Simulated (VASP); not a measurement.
A run of VASP 6.6.1:

File INCAR:

```
SYSTEM = AlN
ALGO = Normal
EDIFF = 1E-7
ENCUT = 520
GGA = PS
ISIF = 2
ISMEAR = 0
LASPH = .TRUE.
LCHARG = .TRUE.
LELF = .TRUE.
LREAL = .FALSE.
LVHAR = .TRUE.
LWAVE = .FALSE.
NBANDS = 11
NELM = 80
PREC = Accurate
SIGMA = 0.05
```

Contents of KPOINTS:

```
k-points
0
G
  10 10 10
  0 0 0
```

POSCAR

```
AlN
1.0
    0.0000000000      2.0345180000      2.0955535400
    2.0345180000      0.0000000000      2.0955535400
    2.0345180000      2.0345180000      0.0000000000
Al N
1 1
Direct
    0.5000000000      0.5000000000      0.5000000000
    0.0000000000      0.0000000000      0.0000000000
```

Potentials or basis: VASP PAW PBE potentials, release 64 (Al, N).

Run with:

```console
$ cat potpaw_PBE.64/Al/POTCAR potpaw_PBE.64/N/POTCAR > POTCAR
$ mpirun -np 1 vasp_std > vasp.out
```

Hardware: 1 thread of Intel Xeon 8259CL, with other jobs on the host.

Task: Estimate the wall time of this run.

Result: Wall time 26 s on 1 thread of Intel Xeon 8259CL, on a shared host, peak memory 0.14 GiB. Counts: scf iterations 13, k points 102.
